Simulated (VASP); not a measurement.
A run of VASP 6.6.1:

File INCAR:

```
PREC = Accurate
ENCUT = 520
EDIFF = 1E-6
ISMEAR = 0
SIGMA = 0.01
LREAL = F
LASPH = T
NELM = 80
ALGO = Normal
ISIF = 2
LWAVE = F
LCHARG = T
GGA = PE
LELF = T
LVHAR = T
NBANDS = 16
```

The input KPOINTS:

```
Automatic mesh
0
Gamma
  6 6 6
```

POSCAR

```
CdS
1.0
    0.0000000000      2.9392148400      2.9392148400
    2.9392148400      0.0000000000      2.9392148400
    2.9392148400      2.9392148400      0.0000000000
Cd S
1 1
Direct
    0.0000000000      0.0000000000      0.0000000000
    0.2500000000      0.2500000000      0.2500000000
```

Potentials or basis: VASP PAW PBE potentials, release 64 (Cd, S).

Command:

```console
$ cat potpaw_PBE.64/Cd/POTCAR potpaw_PBE.64/S/POTCAR > POTCAR
$ mpirun -np 1 vasp_std > vasp.out
```

Hardware: 1 thread of Intel(R) Xeon(R) 6975P-C (Granite Rapids) (shared host).

Task: Estimate the wall time of this run.

Result: Wall time 6.7 s on 1 thread of Intel(R) Xeon(R) 6975P-C (Granite Rapids) (shared host), peak memory 0.18 GiB. Counts: scf iterations 14, k points 16.
